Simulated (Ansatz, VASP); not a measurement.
**Two plane-wave programs on GdCl**

Contents of INCAR:

```
SYSTEM = GdCl
ALGO = Normal
EDIFF = 1E-7
ENCUT = 520
GGA = PE
ISIF = 2
ISMEAR = -1
ISPIN = 2
LASPH = .TRUE.
LCHARG = .TRUE.
LELF = .TRUE.
LMAXMIX = 6
LORBIT = 11
LREAL = .FALSE.
LVHAR = .TRUE.
LWAVE = .FALSE.
MAGMOM = 7 7 0 0
NBANDS = 37
NELM = 150
PREC = Accurate
SIGMA = 0.05
```

KPOINTS

```
k-points
0
G
  8 8 3
  0 0 0
```

Contents of POSCAR:

```
GdCl
1.0
    3.6683354953      0.0000000000      0.0000000000
   -1.8341677476      3.1768717285      0.0000000000
    0.0000000000      0.0000000000      9.5362070000
Gd Cl
2 2
Direct
    0.6666666667      0.3333333333      0.8317670000
    0.3333333333      0.6666666667      0.3317670000
    0.6666666667      0.3333333333      0.5432320000
    0.3333333333      0.6666666667      0.0432320000
```

The input input.yaml:

```yaml
crystal:
  lattice:
    - [3.6683354953, 0.0, 0.0]
    - [-1.8341677476, 3.1768717285, 0.0]
    - [0.0, 0.0, 9.536207]
  atoms:
    - { symbol: Gd, position: [0.6666666667, 0.3333333333, 0.831767], spin: 7.0 }
    - { symbol: Gd, position: [0.3333333333, 0.6666666667, 0.331767], spin: 7.0 }
    - { symbol: Cl, position: [0.6666666667, 0.3333333333, 0.543232] }
    - { symbol: Cl, position: [0.3333333333, 0.6666666667, 0.043232] }
hamiltonian:
  xc: pbe
  pseudopotentials: { kind: paw }
magnetization:
  spin_polarized: true
kpoints:
  mp_grid: { grid: [8, 8, 3] }
scf:
  occupations: { method: fermi_dirac, width: 0.05 }
output:
  forces: true
  stress: true
  eigenvalues: true
  write_density: true
  write_potential: true
  elf: true
  volumetric_format: npy
```

Alike in both runs: task single point; functional PBE; k mesh 8 × 8 × 3; occupations fermi-dirac, width 0.05 eV; collinear spin.

|  | VASP | Ansatz |
| --- | --- | --- |
| version | VASP 6.6.1 | Ansatz 0.2.0 |
| potentials or method | VASP PAW PBE potentials, release 64 (Gd, Cl) | Ansatz PAW |
| plane-wave cutoff (eV) | 520 | 420 |
| valence electrons in the cell | 50 | 50 |

```csv
,VASP,Ansatz,Ansatz less VASP
gap on the k mesh at the Fermi level (eV),none,none,-
pressure (GPa),0.0,0.1,+0.11
"traceless stress, the component that is largest in VASP (GPa)",-0.14,-0.16,-0.013
rms of the force components (eV/Å),0.009,0.006,-0.0032
net moment per atom (μB),3.51,3.51,-0.003
size of the moment on the site where the two differ most (μB),6.71,6.82,+0.110
```

Site moments also hang on the region over which each program counts them. Atom by atom the forces differ by 0.003 eV/Å (rms over components). A gap of «none» marks a metal or a gap that the smearing closes. With one functional, cell and mesh, what is left measures potentials, basis and numerics.

Neither program's run includes spin-orbit coupling.
